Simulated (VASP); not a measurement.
Write the native input for VASP 6.6.1 that does the following.

```yaml
Task: single point
Functional: PBE
Potentials_or_basis: VASP PAW PBE potentials, release 64 (K_sv, F)
Cutoff: 520 eV
k_mesh: 2 × 2 × 2, shifted
Occupations: gaussian, width 0.1 eV
Spin: no spin polarisation
Dipole_correction: no
Further_INCAR_settings: LREAL = Auto; ALGO = Normal; EDIFF = 1e-07; NBANDS = 78; ISYM = 0
```

The structure of KF lies in POSCAR:

```
KF
1.0
    0.0000000000      0.0000000000      6.5179100000
    6.5179100000      0.0000000000      0.0000000000
    0.0000000000      6.5179100000      0.0000000000
K F
8 8
Direct
    0.0000000000      0.0000000000      0.0000000000
    0.5000000000      0.0000000000      0.0000000000
    0.0000000000      0.0000000000      0.5000000000
    0.5000000000      0.0000000000      0.5000000000
    0.0000000000      0.5000000000      0.0000000000
    0.5000000000      0.5000000000      0.0000000000
    0.0000000000      0.5000000000      0.5000000000
    0.5000000000      0.5000000000      0.5000000000
    0.2500000000      0.2500000000      0.2500000000
    0.7500000000      0.2500000000      0.2500000000
    0.2500000000      0.2500000000      0.7500000000
    0.7500000000      0.2500000000      0.7500000000
    0.2500000000      0.7500000000      0.2500000000
    0.7500000000      0.7500000000      0.2500000000
    0.2500000000      0.7500000000      0.7500000000
    0.7500000000      0.7500000000      0.7500000000
```

These files were run (other wordings do the same):

INCAR

```
SYSTEM = KF
PREC = Accurate
ENCUT = 520
EDIFF = 1E-7
ISMEAR = 0
SIGMA = 0.1
LREAL = Auto
LASPH = .TRUE.
NELM = 100
ALGO = Normal
ISIF = 2
LWAVE = .FALSE.
LCHARG = .TRUE.
GGA = PE
LELF = .TRUE.
LVHAR = .TRUE.
NBANDS = 78
ISYM = 0
```

KPOINTS

```
Automatic mesh
0
Gamma
  2 2 2
  0.5 0.5 0.5
```

Potentials or basis: VASP PAW PBE potentials, release 64 (K_sv, F).

Command:

```bash
$ cat potpaw_PBE.64/K_sv/POTCAR potpaw_PBE.64/F/POTCAR > POTCAR
$ mpirun -np 1 vasp_std > vasp.out
```

Results of the run:

| Property | Result |
| --- | --- |
| Pressure | 0.0 GPa |
| Band gap on the k mesh | 7.54 eV |

It took 61 s on 1 thread of Intel(R) Xeon(R) 6975P-C (Granite Rapids), on a shared host, peak memory 0.33 GiB.
